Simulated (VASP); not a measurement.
A run of VASP 6.6.1 is set up as follows.

The input INCAR:

```
SYSTEM = Pt
ALGO = Normal
EDIFF = 1E-6
EDIFFG = -0.001
ENCUT = 600
GGA = PS
IBRION = 2
ISIF = 3
ISMEAR = -1
LASPH = .TRUE.
LCHARG = .FALSE.
LREAL = .FALSE.
LWAVE = .FALSE.
NELM = 60
NSW = 80
PREC = Accurate
SIGMA = 0.15
```

KPOINTS

```
k-points
0
G
  18 18 18
  0 0 0
```

Contents of POSCAR:

```
Pt
1.0
    0.0000000000      1.9589238155      1.9589238155
    1.9589238155      0.0000000000      1.9589238155
    1.9589238155      1.9589238155      0.0000000000
Pt
1
Direct
    0.0000000000      0.0000000000      0.0000000000
```

Potentials or basis: VASP PAW PBE potentials, release 64 (Pt).

Command:

```bash
$ cat potpaw_PBE.64/Pt/POTCAR > POTCAR
$ mpirun -np 1 vasp_std > vasp.out
```

Task: Predict the space group after relaxing (to 0.1 Å).

Result: Fm-3m (No. 225).

Task: Estimate the relaxed cell.

Result: a = 2.772 Å, b = 2.772 Å, c = 2.772 Å, α = 60.00°, β = 60.00°, γ = 60.00°.

Task: Estimate the relaxed volume.

Result: 15.06 Å³/atom.

Task: Estimate the band gap on the k mesh.

Result: Zero (bands 5 and 6 overlap by 2.24 eV).

Final structure:
```xyz
1
Lattice="0.0000 1.9601 1.9601 1.9601 0.0000 1.9601 1.9601 1.9601 0.0000" Properties=species:S:1:pos:R:3 pbc="T T T"
Pt    0.0000    0.0000    0.0000
```

Caveat: the PAW data sets were made with another functional, which shifts forces and pressure a little; spin-orbit coupling is left out, which moves the levels of the heavy elements.
